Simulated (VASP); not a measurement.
# HRh4 in VASP: relaxation of the atoms with PBEsol

Aim: the relaxation of the atoms of HRh4 with PBEsol.

Program: VASP 6.6.1. These are calculated values, not measurements. Logs are shortened: lines on timing, memory, paths and dates and some standing lists are left out, and cuts for length are marked.

**1. The cell of the first run**

The cell holds a slab with vacuum, 5 atoms: a = 2.673 Å, b = 2.673 Å, c = 24.670 Å, α = 90.00°, β = 90.00°, γ = 90.00°.

**2. Relaxation of the atoms, PBEsol**

The input, INCAR:

```
  PREC = Accurate
  ENCUT = 520
  EDIFF = 1E-6
  ISMEAR = 0
  SIGMA = 0.1
  LREAL = F
  LASPH = T
  NELM = 100
  ALGO = Normal
  ISIF = 2
  LWAVE = F
  LCHARG = F
  LDIPOL = T
  IDIPOL = 3
  DIPOL = 0.5 0.5 0.495
  GGA = PS
  IBRION = 2
  NSW = 90
  EDIFFG = -0.03
```

The input, KPOINTS:

```
Automatic mesh
0
Gamma
  11 11 1
```

The input, POSCAR:

```
HRh4
1.0
    2.6728587948      0.0000000000      0.0000000000
    0.0000000000      2.6728587948      0.0000000000
    0.0000000000      0.0000000000     24.6699897369
Rh H
4 1
Selective dynamics
Direct
    0.5000000000      0.5000000000      0.3445481774  F F F
    0.0000000000      0.0000000000      0.4211593394  F F F
    0.5000000000      0.5000000000      0.4979727068  T T T
    0.0000000000      0.0000000000      0.5715952315  T T T
    0.0000000000      0.0000000000      0.6421262702  T T T
```

Potentials or basis: VASP PAW PBE potentials, release 64 (Rh_pv, H).

Started as:

```sh
cat potpaw_PBE.64/Rh_pv/POTCAR potpaw_PBE.64/H/POTCAR > POTCAR
mpirun -np 1 vasp_std > vasp.out
```

OUTCAR:

```text
PREC = Accurate
   ENCUT = 520
   EDIFF = 1E-6
   ISMEAR = 0
   LREAL = F
   LASPH = T
   NELM = 100
   ISIF = 2
   GGA = PS
   IBRION = 2
   NSW = 90
   EDIFFG = -0.03

 ion  position               nearest neighbor table
   1  0.500  0.500  0.345-   2 2.67   2 2.67   2 2.67   2 2.67
   2  0.000  0.000  0.421-   1 2.67   1 2.67   1 2.67   1 2.67   3 2.68   3 2.68   3 2.68   3 2.68

   3  0.500  0.500  0.498-   4 2.62   4 2.62   4 2.62   4 2.62   2 2.68   2 2.68   2 2.68   2 2.68

   4  0.000  0.000  0.572-   5 1.74   3 2.62   3 2.62   3 2.62   3 2.62
   5  0.000  0.000  0.642-   4 1.74

  LATTYP: Found a simple tetragonal cell.
 ALAT       =     2.6728587948
 C/A-ratio  =     9.2298140796

  Lattice vectors:

 A1 = (   2.6728587948,   0.0000000000,   0.0000000000)
 A2 = (   0.0000000000,   2.6728587948,   0.0000000000)
 A3 = (   0.0000000000,   0.0000000000,  24.6699897369)

Analysis of symmetry for initial positions (statically):
=====================================================================
 Subroutine PRICEL returns:
 Original cell was already a primitive cell.

 Routine SETGRP: Setting up the symmetry group for a
 simple tetragonal supercell.

 Subroutine GETGRP returns: Found  8 space group operations
 (whereof  8 operations were pure point group operations)
 out of a pool of 16 trial point group operations.

The static configuration has the point symmetry C_4v.

Analysis of symmetry for dynamics (positions and initial velocities):
=====================================================================
 Subroutine PRICEL returns:
 Original cell was already a primitive cell.

 Routine SETGRP: Setting up the symmetry group for a
 simple tetragonal supercell.

 Subroutine GETGRP returns: Found  8 space group operations
 (whereof  8 operations were pure point group operations)
 out of a pool of 16 trial point group operations.

The dynamic configuration has the point symmetry C_4v.

Analysis of constrained symmetry for selective dynamics:
=====================================================================
 Subroutine PRICEL returns:
 Original cell was already a primitive cell.

 Routine SETGRP: Setting up the symmetry group for a
 simple tetragonal supercell.

 Subroutine GETGRP returns: Found  8 space group operations
 (whereof  8 operations were pure point group operations)
 out of a pool of 16 trial point group operations.

The constrained configuration has the point symmetry C_4v.

 Subroutine INISYM returns: Found  8 space group operations
 (whereof  8 operations are pure point group operations),
 and found     1 'primitive' translations

----------------------------------------------------------------------------------------

                                     Primitive cell

  volume of cell :     176.2467

  direct lattice vectors                    reciprocal lattice vectors
     2.672858795  0.000000000  0.000000000     0.374131249  0.000000000  0.000000000
     0.000000000  2.672858795  0.000000000     0.000000000  0.374131249  0.000000000
     0.000000000  0.000000000 24.669989737     0.000000000  0.000000000  0.040535080

  length of vectors
     2.672858795  2.672858795 24.669989737     0.374131249  0.374131249  0.040535080

  position of ions in fractional coordinates (direct lattice)
     0.500000000  0.500000000  0.344548177
     0.000000000  0.000000000  0.421159339
     0.500000000  0.500000000  0.497972707
     0.000000000  0.000000000  0.571595231
     0.000000000  0.000000000  0.642126270

  ion indices of the primitive-cell ions
   primitive index   ion index
                 1           1
                 2           2
                 3           3
                 4           4
                 5           5

----------------------------------------------------------------------------------------

 KPOINTS: Automatic mesh

Automatic generation of k-mesh.
 Grid dimensions read from file:
 generate k-points for:   11   11    1

 Generating k-lattice:

  Cartesian coordinates                     Fractional coordinates (reciprocal lattice)
     0.034011932  0.000000000  0.000000000     0.090909091  0.000000000  0.000000000
     0.000000000  0.034011932  0.000000000     0.000000000  0.090909091  0.000000000
     0.000000000  0.000000000  0.040535080     0.000000000  0.000000000  1.000000000

  Length of vectors
     0.034011932  0.034011932  0.040535080

  Shift w.r.t. Gamma in fractional coordinates (k-lattice)
     0.000000000  0.000000000  0.000000000

 Subroutine IBZKPT returns following result:
 ===========================================

 Found     21 irreducible k-points:

 Following reciprocal coordinates:
            Coordinates               Weight
  0.000000  0.000000  0.000000      1.000000
  0.090909  0.000000  0.000000      4.000000
  0.181818  0.000000  0.000000      4.000000
  0.272727  0.000000  0.000000      4.000000
  0.363636  0.000000  0.000000      4.000000
  0.454545  0.000000  0.000000      4.000000
[... 13 lines left out ...]
  0.454545  0.363636  0.000000      8.000000
  0.454545  0.454545  0.000000      4.000000
   k-points           NKPTS =     21   k-points in BZ     NKDIM =     21   number of bands    NBANDS=     36
   number of dos      NEDOS =    301   number of ions     NIONS =      5
   total plane-waves  NPLWV =  76800
   dimension x,y,z NGX =    20 NGY =   20 NGZ =  192
   dimension x,y,z NGXF=    40 NGYF=   40 NGZF=  384
   ions per type =               4   1
   NGX,Y,Z   is equivalent  to a cutoff of  12.44, 12.44, 12.94 a.u.
   NGXF,Y,Z  is equivalent  to a cutoff of  24.88, 24.88, 25.88 a.u.
 SYSTEM =  unknown system
   PREC   = accura    normal or accurate (medium, high low for compatibility)
   ISTART =      0    job   : 0-new  1-cont  2-samecut
   ICHARG =      2    charge: 1-file 2-atom 10-const
   ISPIN  =      1    spin polarized calculation?
   LNONCOLLINEAR =      F non collinear calculations
   LSORBIT =      F    spin-orbit coupling
   LASPH  =      T    aspherical Exc in radial PAW
   ENCUT  =  520.0 eV  38.22 Ry    6.18 a.u.   4.97  4.97 45.87*2*pi/ulx,y,z
   NELM   =    100;   NELMIN=  2; NELMDL= -5     # of ELM steps
   EDIFF  = 0.1E-05   stopping-criterion for ELM
   LREAL  =      F    real-space projection
   EDIFFG = -.3E-01   stopping-criterion for IOM
   NSW    =     90    number of steps for IOM
   IBRION =      2    ionic relax: 0-MD 1-quasi-New 2-CG
   NFREE  =      1    steps in history (QN), initial steepest desc. (CG)
   ISIF   =      2    stress and relaxation
   ISYM   =      2    0-nonsym 1-usesym 2-fastsym
   POTIM  = 0.5000    time-step for ionic-motion
   TEBEG  =    0.0;   TEEND  =   0.0 temperature during run
   PSTRESS=    0.0 pullay stress
   NELECT =      61.0000    total number of electrons
   NUPDOWN=      -1.0000    fix difference up-down
   EMIN   =  10.00;   EMAX   =-10.00  energy-range for DOS
   EFERMI =   0.00;   METHOD = LEGACY
   ISMEAR =     0;   SIGMA  =   0.10  broadening in eV -4-tet -1-fermi 0-gaus
   EFERMI_NEDOS =   21; number of points for ismear=-14 and -15
   IALGO  =     38    algorithm
   IMIX   =      4    mixing-type and parameters
     AMIX     =   0.40;   BMIX     =  1.00
     AMIX_MAG =   1.60;   BMIX_MAG =  1.00
  volume/ion in A,a.u.               =      35.25       237.87
  Fermi-wavevector in a.u.,A,eV,Ry     =   1.149417  2.172084 17.975479  1.321160
  Thomas-Fermi vector in A             =   2.286087
   LORBIT       =      0    0 simple, 1 ext, 2 COOP (PROOUT), +10 PAW based schemes
   GGA     = PS    functional components
   LHFCALC =     F    Hartree Fock is set to
   AEXX    =    0.0000 exact exchange contribution
   IVDW    =     0    specifies the selected vdW correction
   LEPSILON=     F    determine dielectric tensor
   LRPA    =     F    only Hartree local field effects (RPA)
 conjugate gradient relaxation of ions
 non-spin polarized calculation
 Gauss-broadening in eV      SIGMA  =   0.10
  energy-cutoff  :      520.00
  volume of cell :      176.25
 maximum number of plane-waves:      4777
 NGX is ok and might be reduce to    20
   NGX =  9   NGY =  9   NGZ = 91

 dipolmoment           0.000000      0.000000     -0.169857 electrons x Angstroem

--------------------------------------- Ionic step        1  -------------------------------------------

 number of electron      60.9999987 magnetization

 Free energy of the ion-electron system (eV)
  ---------------------------------------------------
  ext. energy  EPLUGINS =         0.00000000
  ---------------------------------------------------
  free energy    TOTEN  =       -33.40708632 eV

  energy without entropy =      -33.37446096  energy(sigma->0) =      -33.39077364

 E-fermi :   0.0007     XC(G=0):  -5.4243

 val. band max:       -0.0047078242   @ k =   0.1818   0.0000   0.0000
 cond. band min:       0.0017256876   @ k =   0.3636   0.3636   0.0000
 fundamental gap:      0.0064335117
 Fermi energy:         0.0007105903

 k-point     1 :       0.0000    0.0000    0.0000
  band No.  band energies     occupation
      1     -47.0083      2.00000
      2     -46.6505      2.00000
      3     -46.6464      2.00000
      4     -46.6464      2.00000
      5     -46.4679      2.00000
      6     -46.4679      2.00000
[... 918 lines left out ...]
  FREE ENERGIE OF THE ION-ELECTRON SYSTEM (eV)
  ---------------------------------------------------
  free  energy   TOTEN  =       -33.5640737904 eV

  energy  without entropy=      -33.5298171050  energy(sigma->0) =      -33.54694545

[... ionic steps 4 to 9 ...]

--------------------------------------- Ionic step       10  -------------------------------------------

 number of electron      60.9999988 magnetization

------------------------ aborting loop because EDIFF is reached ----------------------------------------
[... 73 lines left out ...]
--------------------------------------- Ionic step       12  -------------------------------------------

 number of electron      60.9999987 magnetization

 dipolmoment           0.000000      0.000000      0.015124 electrons x Angstroem

 Free energy of the ion-electron system (eV)
  ---------------------------------------------------
  ext. energy  EPLUGINS =         0.00000000
  ---------------------------------------------------
  free energy    TOTEN  =       -33.57964226 eV

  energy without entropy =      -33.54653855  energy(sigma->0) =      -33.56309040

 E-fermi :  -0.0071     XC(G=0):  -5.3798

 val. band max:       -0.0105065332   @ k =   0.3636   0.0000   0.0000
 cond. band min:      -0.0065609691   @ k =   0.1818   0.0000   0.0000
 fundamental gap:      0.0039455641
 Fermi energy:        -0.0071291105

 k-point     1 :       0.0000    0.0000    0.0000
  band No.  band energies     occupation
      1     -46.9759      2.00000
      2     -46.6555      2.00000
      3     -46.6029      2.00000
      4     -46.6029      2.00000
      5     -46.4562      2.00000
      6     -46.4562      2.00000
[... 808 lines left out ...]
     35       4.9684      0.00000
     36       6.7468      0.00000

------------------------ aborting loop because EDIFF is reached ----------------------------------------

 vacuum level on the upper side and lower side of the slab       (xc-potential included)         0.174        -0.238

  FORCE on cell =-STRESS in cart. coord.  units (eV):
  Direction    XX          YY          ZZ          XY          YZ          ZX
  --------------------------------------------------------------------------------------
  -------------------------------------------------------------------------------------
  Total       -3.0919146     -3.0919146     -1.1898209      0.0000000      0.0000000      0.0000000
  in kB      -28.1071664    -28.1071664    -10.8161116      0.0000000      0.0000000      0.0000000
  external PRESSURE =     -22.3434815 kB  Pullay stress =       0.0000000 kB
[... 20 lines left out ...]
  FREE ENERGIE OF THE ION-ELECTRON SYSTEM (eV)
  ---------------------------------------------------
  free  energy   TOTEN  =       -33.5796422583 eV

  energy  without entropy=      -33.5465385495  energy(sigma->0) =      -33.56309040

 reached required accuracy - stopping structural energy minimisation

 vacuum level on the upper side and lower side of the slab         5.607         5.204
```

Run time: 15 min. Hardware: 1 thread of Intel Xeon Platinum 8488C (Sapphire Rapids), shared host; peak memory 0.32 GiB.

Results:

```
Free energy               : -33.5796 eV
Energy gained by relaxing : 34.5 meV/atom
Ionic steps               : 12
Band gap on the k mesh    : zero (an odd number of electrons rules out a gap without spin polarisation)
```

Step by step:
```csv
step,energy change (eV),largest force on free atoms (eV/Å),pressure (GPa)
1,0.0000,1.8253,-2.86
2,-0.1556,0.4760,-2.86
3,-0.1570,0.4554,-2.89
4,-0.1671,0.1759,-2.77
5,-0.1692,0.1368,-2.67
6,-0.1699,0.1052,-2.63
7,-0.1699,0.1259,-2.61
8,-0.1705,0.1153,-2.58
9,-0.1717,0.0827,-2.46
10,-0.1723,0.0792,-2.21
11,-0.1724,0.0539,-2.28
12,-0.1726,0.0124,-2.23
```

Final structure:
```
Rh H
1.0
     2.67286    0.00000    0.00000
     0.00000    2.67286    0.00000
     0.00000    0.00000   24.66999
Rh H
4 1
Cartesian
  1.3364 1.3364 8.5000
  0.0000 0.0000 10.3900
  1.3364 1.3364 12.3036
  2.6729 0.0000 14.1349
  0.0000 2.6729 15.7041
```

Caveat: the PAW data sets were made with another functional, which shifts forces and pressure a little.
